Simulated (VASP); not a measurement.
# SbSe2 (P6mm) in VASP: relaxation of cell and atoms with PBE

Aim: the relaxation of cell and atoms of SbSe2 with PBE.

Everything below comes from runs of VASP 6.6.1. Logs are shortened: lines on timing, memory, paths and dates and some standing lists are left out, and cuts for length are marked.

### Step 1. The cell of the first run

It takes space group P6mm (No. 183, hexagonal). The conventional cell has a = 4.913 Å, b = 4.913 Å, c = 3.693 Å, α = 90.00°, β = 90.00°, γ = 120.00°. Within 4.0 Å of Sb (site symmetry 6mm) lie 12 Se at 3.01 to 3.91 Å and 2 Sb at 3.69 Å. Se (site symmetry 3m) has 5 Se at 2.84 to 3.69 Å and 3 Sb at 3.01 Å within 3.7 Å.

The cell was generated, and may not be a known phase.

### Step 2. Relaxation of cell and atoms, PBE

Input file INCAR:

```
ALGO = Normal
EDIFF = 1E-6
EDIFFG = -0.01
ENCUT = 600
GGA = PE
IBRION = 2
ISIF = 3
ISMEAR = 0
LASPH = True
LCHARG = False
LREAL = False
LWAVE = False
NELM = 60
NSW = 100
PREC = Accurate
SIGMA = 0.1
```

Input file KPOINTS:

```
k-points
0
Gamma
  12 12 12
```

Input file POSCAR:

```
SbSe2
1.0
    4.9127420396      0.0000000000      0.0000000000
   -2.4563710198      4.2545594086      0.0000000000
    0.0000000000      0.0000000000      3.6930134765
Sb Se
1 2
Direct
    0.0000000000      0.0000000000      0.7873169092
    0.3333333333      0.6666666667      0.5177402055
    0.6666666667      0.3333333333      0.5177402055
```

Potentials or basis: VASP PAW PBE potentials, release 64 (Sb, Se).

Run with:

```bash
cat potpaw_PBE.64/Sb/POTCAR potpaw_PBE.64/Se/POTCAR > POTCAR
mpirun -np 1 vasp_std > vasp.out
```

OUTCAR:

```text
EDIFF = 1E-6
   EDIFFG = -0.01
   ENCUT = 600
   GGA = PE
   IBRION = 2
   ISIF = 3
   ISMEAR = 0
   LASPH = True
   LREAL = False
   NELM = 60
   NSW = 100
   PREC = Accurate

 ion  position               nearest neighbor table
   1  0.000  0.000  0.787-   2 3.01   3 3.01   3 3.01   2 3.01   3 3.01   2 3.01
   2  0.333  0.667  0.518-   1 3.01   1 3.01   1 3.01
   3  0.667  0.333  0.518-   1 3.01   1 3.01   1 3.01

  LATTYP: Found a hexagonal cell.
 ALAT       =     4.9127420396
 C/A-ratio  =     0.7517214311

  Lattice vectors:

 A1 = (   4.9127420396,   0.0000000000,   0.0000000000)
 A2 = (  -2.4563710198,   4.2545594086,   0.0000000000)
 A3 = (   0.0000000000,   0.0000000000,   3.6930134765)

Analysis of symmetry for initial positions (statically):
=====================================================================
 Subroutine PRICEL returns:
 Original cell was already a primitive cell.

 Routine SETGRP: Setting up the symmetry group for a
 hexagonal supercell.

 Subroutine GETGRP returns: Found 12 space group operations
 (whereof 12 operations were pure point group operations)
 out of a pool of 24 trial point group operations.

The static configuration has the point symmetry C_6v.

Analysis of symmetry for dynamics (positions and initial velocities):
=====================================================================
 Subroutine PRICEL returns:
 Original cell was already a primitive cell.

 Routine SETGRP: Setting up the symmetry group for a
 hexagonal supercell.

 Subroutine GETGRP returns: Found 12 space group operations
 (whereof 12 operations were pure point group operations)
 out of a pool of 24 trial point group operations.

The dynamic configuration has the point symmetry C_6v.

 Subroutine INISYM returns: Found 12 space group operations
 (whereof 12 operations are pure point group operations),
 and found     1 'primitive' translations

----------------------------------------------------------------------------------------

                                     Primitive cell

  volume of cell :      77.1897

  direct lattice vectors                    reciprocal lattice vectors
     4.912742040  0.000000000  0.000000000     0.203552312  0.117520982  0.000000000
    -2.456371020  4.254559409  0.000000000     0.000000000  0.235041964  0.000000000
     0.000000000  0.000000000  3.693013477     0.000000000  0.000000000  0.270781573

  length of vectors
     4.912742040  4.912742040  3.693013477     0.235041964  0.235041964  0.270781573

  position of ions in fractional coordinates (direct lattice)
     0.000000000  0.000000000  0.787316909
     0.333333333  0.666666667  0.517740205
     0.666666667  0.333333333  0.517740205

  ion indices of the primitive-cell ions
   primitive index   ion index
                 1           1
                 2           2
                 3           3

----------------------------------------------------------------------------------------

 KPOINTS: k-points

Automatic generation of k-mesh.
 Grid dimensions read from file:
 generate k-points for:   12   12   12

 Generating k-lattice:

  Cartesian coordinates                     Fractional coordinates (reciprocal lattice)
     0.016962693  0.009793415  0.000000000     0.083333333  0.000000000  0.000000000
     0.000000000  0.019586830  0.000000000     0.000000000  0.083333333  0.000000000
     0.000000000  0.000000000  0.022565131     0.000000000  0.000000000  0.083333333

  Length of vectors
     0.019586830  0.019586830  0.022565131

  Shift w.r.t. Gamma in fractional coordinates (k-lattice)
     0.000000000  0.000000000  0.000000000

 Subroutine IBZKPT returns following result:
 ===========================================

 Found    133 irreducible k-points:

 Following reciprocal coordinates:
            Coordinates               Weight
  0.000000  0.000000  0.000000      1.000000
  0.083333 -0.000000  0.000000      6.000000
  0.166667 -0.000000  0.000000      6.000000
  0.250000 -0.000000  0.000000      6.000000
  0.333333 -0.000000  0.000000      6.000000
  0.416667  0.000000  0.000000      6.000000
[... 16 lines left out ...]
  0.250000 -0.000000  0.083333     12.000000
  0.333333 -0.000000  0.083333     12.000000
 [... further k-points ...]
   k-points           NKPTS =    133   k-points in BZ     NKDIM =    133   number of bands    NBANDS=     12
   number of dos      NEDOS =    301   number of ions     NIONS =      3
   total plane-waves  NPLWV =  48000
   dimension x,y,z NGX =    40 NGY =   40 NGZ =   30
   dimension x,y,z NGXF=    80 NGYF=   80 NGZF=   60
   ions per type =               1   2
   NGX,Y,Z   is equivalent  to a cutoff of  13.54, 13.54, 13.50 a.u.
   NGXF,Y,Z  is equivalent  to a cutoff of  27.07, 27.07, 27.01 a.u.
 SYSTEM =  unknown system
   PREC   = accura    normal or accurate (medium, high low for compatibility)
   ISTART =      0    job   : 0-new  1-cont  2-samecut
   ICHARG =      2    charge: 1-file 2-atom 10-const
   ISPIN  =      1    spin polarized calculation?
   LNONCOLLINEAR =      F non collinear calculations
   LSORBIT =      F    spin-orbit coupling
   LASPH  =      T    aspherical Exc in radial PAW
   ENCUT  =  600.0 eV  44.10 Ry    6.64 a.u.   9.81  9.81  7.38*2*pi/ulx,y,z
   NELM   =     60;   NELMIN=  2; NELMDL= -5     # of ELM steps
   EDIFF  = 0.1E-05   stopping-criterion for ELM
   LREAL  =      F    real-space projection
   EDIFFG = -.1E-01   stopping-criterion for IOM
   NSW    =    100    number of steps for IOM
   IBRION =      2    ionic relax: 0-MD 1-quasi-New 2-CG
   NFREE  =      1    steps in history (QN), initial steepest desc. (CG)
   ISIF   =      3    stress and relaxation
   ISYM   =      2    0-nonsym 1-usesym 2-fastsym
   POTIM  = 0.5000    time-step for ionic-motion
   TEBEG  =    0.0;   TEEND  =   0.0 temperature during run
   PSTRESS=    0.0 pullay stress
   NELECT =      17.0000    total number of electrons
   NUPDOWN=      -1.0000    fix difference up-down
   EMIN   =  10.00;   EMAX   =-10.00  energy-range for DOS
   EFERMI =   0.00;   METHOD = LEGACY
   ISMEAR =     0;   SIGMA  =   0.10  broadening in eV -4-tet -1-fermi 0-gaus
   EFERMI_NEDOS =   21; number of points for ismear=-14 and -15
   IALGO  =     38    algorithm
   IMIX   =      4    mixing-type and parameters
     AMIX     =   0.40;   BMIX     =  1.00
     AMIX_MAG =   1.60;   BMIX_MAG =  1.00
  volume/ion in A,a.u.               =      25.73       173.63
  Fermi-wavevector in a.u.,A,eV,Ry     =   0.988640  1.868258 13.298446  0.977408
  Thomas-Fermi vector in A             =   2.120181
   LORBIT       =      0    0 simple, 1 ext, 2 COOP (PROOUT), +10 PAW based schemes
   GGA     = PE    functional components
   LHFCALC =     F    Hartree Fock is set to
   AEXX    =    0.0000 exact exchange contribution
   IVDW    =     0    specifies the selected vdW correction
   LEPSILON=     F    determine dielectric tensor
   LRPA    =     F    only Hartree local field effects (RPA)
 conjugate gradient relaxation of ions
 non-spin polarized calculation
 Gauss-broadening in eV      SIGMA  =   0.10
  energy-cutoff  :      600.00
  volume of cell :       77.19
 maximum number of plane-waves:      2598
 NGX is ok and might be reduce to    40
   NGX = 19   NGY = 19   NGZ = 15

--------------------------------------- Ionic step        1  -------------------------------------------

 number of electron      17.0000000 magnetization

 Free energy of the ion-electron system (eV)
  ---------------------------------------------------
  ext. energy  EPLUGINS =         0.00000000
  ---------------------------------------------------
  free energy    TOTEN  =       -10.24154989 eV

  energy without entropy =      -10.23438030  energy(sigma->0) =      -10.23796509

------------------------ aborting loop because EDIFF is reached ----------------------------------------

  FORCE on cell =-STRESS in cart. coord.  units (eV):
  Direction    XX          YY          ZZ          XY          YZ          ZX
  --------------------------------------------------------------------------------------
  -------------------------------------------------------------------------------------
  Total        0.0187579      0.0187579      0.1178878      0.0000000     -0.0000000      0.0000000
  in kB        0.3893465      0.3893465      2.4469204      0.0000000     -0.0000000      0.0000000
  external PRESSURE =       1.0752044 kB  Pullay stress =       0.0000000 kB

 VOLUME and BASIS-vectors are now :
 -----------------------------------------------------------------------------
  energy-cutoff  :      600.00
  volume of cell :       77.19
      direct lattice vectors                 reciprocal lattice vectors
     4.912742040  0.000000000  0.000000000     0.203552312  0.117520982  0.000000000
    -2.456371020  4.254559409  0.000000000     0.000000000  0.235041964  0.000000000
     0.000000000  0.000000000  3.693013477     0.000000000  0.000000000  0.270781573
[... 112 lines left out ...]
 POSITION                                       TOTAL-FORCE (eV/Angst)
 -----------------------------------------------------------------------------------
     -2.45826      4.25783      2.92385        -0.000000      0.000000     -0.020269
     -0.00000      2.83855      1.93292         0.000000     -0.000000      0.010134
      2.45826      1.41928      1.93292         0.000000     -0.000000      0.010134
 -----------------------------------------------------------------------------------
    total drift:                               -0.000000     -0.000000     -0.000389

  FREE ENERGIE OF THE ION-ELECTRON SYSTEM (eV)
  ---------------------------------------------------
  free  energy   TOTEN  =       -10.2424328743 eV

  energy  without entropy=      -10.2357664614  energy(sigma->0) =      -10.23909967

--------------------------------------- Ionic step        5  -------------------------------------------

 number of electron      17.0000000 magnetization

 Free energy of the ion-electron system (eV)
  ---------------------------------------------------
  ext. energy  EPLUGINS =         0.00000000
  ---------------------------------------------------
  free energy    TOTEN  =       -10.24265758 eV

  energy without entropy =      -10.23626596  energy(sigma->0) =      -10.23946177

 E-fermi :   5.0913     XC(G=0):  -9.6165

 val. band max:        5.0880852299   @ k =   0.1667   0.1667   0.0833
 cond. band min:       5.0957053979   @ k =   0.3333   0.2500   0.2500
 fundamental gap:      0.0076201680
 Fermi energy:         5.0913456527

 k-point     1 :       0.0000    0.0000    0.0000
  band No.  band energies     occupation
      1      -9.9105      2.00000
      2      -6.0637      2.00000
      3      -3.0668      2.00000
      4       0.5462      2.00000
      5       0.5462      2.00000
      6       1.6067      2.00000
      7       1.6067      2.00000
      8       3.2041      2.00000
      9       5.8777      0.00000
     10       6.0617      0.00000
     11       9.5502      0.00000
     12       9.5502      0.00000

 k-point     2 :       0.0833   -0.0000    0.0000
  band No.  band energies     occupation
      1      -9.8644      2.00000
      2      -6.1494      2.00000
      3      -3.1777      2.00000
      4       0.2921      2.00000
      5       0.4415      2.00000
      6       1.9555      2.00000
      7       2.0449      2.00000
      8       3.2740      2.00000
      9       5.8212      0.00000
     10       6.1158      0.00000
     11       9.1987      0.00000
     12       9.4549      0.00000
[... 316 lines left out ...]
 k-point    24 :       0.3333   -0.0000    0.0833
  band No.  band energies     occupation
      1      -9.1880      2.00000
      2      -7.1482      2.00000
      3      -4.1484      2.00000
      4      -0.6993      2.00000
      5       1.5442      2.00000
      6       3.2829      2.00000
      7       4.3668      2.00000
      8       4.7403      2.00000
      9       5.1009      0.89254
     10       6.4361      0.00000
     11       7.1136      0.00000
     12       7.9864      0.00000

 [... further k-points ...]

------------------------ aborting loop because EDIFF is reached ----------------------------------------

  FORCE on cell =-STRESS in cart. coord.  units (eV):
  Direction    XX          YY          ZZ          XY          YZ          ZX
  --------------------------------------------------------------------------------------
  -------------------------------------------------------------------------------------
  Total        0.0052002      0.0052002      0.0233958      0.0000000      0.0000000      0.0000000
  in kB        0.1068015      0.1068015      0.4805043      0.0000000      0.0000000      0.0000000
  external PRESSURE =       0.2313691 kB  Pullay stress =       0.0000000 kB

 VOLUME and BASIS-vectors are now :
 -----------------------------------------------------------------------------
  energy-cutoff  :      600.00
  volume of cell :       78.01
      direct lattice vectors                 reciprocal lattice vectors
     4.910354709  0.000000000  0.000000000     0.203651276  0.117578119  0.000000000
    -2.455177354  4.252491919 -0.000000000     0.000000000  0.235156238  0.000000000
     0.000000000 -0.000000000  3.735891250     0.000000000  0.000000000  0.267673745

 POSITION                                       TOTAL-FORCE (eV/Angst)
 -----------------------------------------------------------------------------------
      4.91035     -0.00000      2.92871         0.000000     -0.000000      0.004954
     -0.00000      2.83499      1.94053        -0.000000      0.000000     -0.002477
      2.45518      1.41750      1.94053        -0.000000      0.000000     -0.002477
 -----------------------------------------------------------------------------------
    total drift:                               -0.000000     -0.000000     -0.000434

  FREE ENERGIE OF THE ION-ELECTRON SYSTEM (eV)
  ---------------------------------------------------
  free  energy   TOTEN  =       -10.2426575787 eV

  energy  without entropy=      -10.2362659581  energy(sigma->0) =      -10.23946177

 reached required accuracy - stopping structural energy minimisation
```

Run time: 2.7 min. Hardware: 1 thread of Intel Xeon Platinum 8488C (Sapphire Rapids), shared host; peak memory 0.34 GiB.

What came out:

```yaml
Free_energy: -10.2427 eV
Relaxed_volume: 26.00 Å³/atom
Relaxed_cell: a = 4.910 Å, b = 4.910 Å, c = 3.736 Å, α = 90.00°, β = 90.00°, γ = 120.00°
Space_group_after_relaxing_to_0.1_Å: P6mm (No. 183)
Energy_gained_by_relaxing: 0.4 meV/atom
Ionic_steps: 5
Pressure_after_relaxing: 0.0 GPa
Largest_force_after_relaxing: 0.005 eV/Å
Band_gap_on_the_k_mesh: zero (an odd number of electrons rules out a gap without spin polarisation)
```

Forces in eV/Å, atoms in the order of the input:
```
Sb   0.000  0.000  0.005
Se   0.000  0.000 -0.002
Se   0.000  0.000 -0.002
```

Step by step:
| step | energy change (eV) | largest force (eV/Å) | pressure (GPa) | volume (Å³) |
| --- | --- | --- | --- | --- |
| 1 | 0.0000 | 0.0385 | 0.11 | 77.19 |
| 2 | -0.0003 | 0.0360 | 0.04 | 77.38 |
| 3 | -0.0007 | 0.0286 | -0.18 | 77.96 |
| 4 | -0.0009 | 0.0203 | -0.13 | 77.98 |
| 5 | -0.0011 | 0.0050 | 0.02 | 78.01 |

Final structure:
```
CELL_PARAMETERS angstrom
4.91035 0.00000 0.00000
-2.45518 4.25249 0.00000
0.00000 0.00000 3.73589
ATOMIC_POSITIONS crystal
Sb 0.00000 0.00000 0.78394
Se 0.33333 0.66667 0.51943
Se 0.66667 0.33333 0.51943
```

Caveat: spin-orbit coupling is left out, which moves the levels of the heavy elements; an odd number of electrons without spin polarisation forces a metal; a magnetic or distorted state may lie lower.
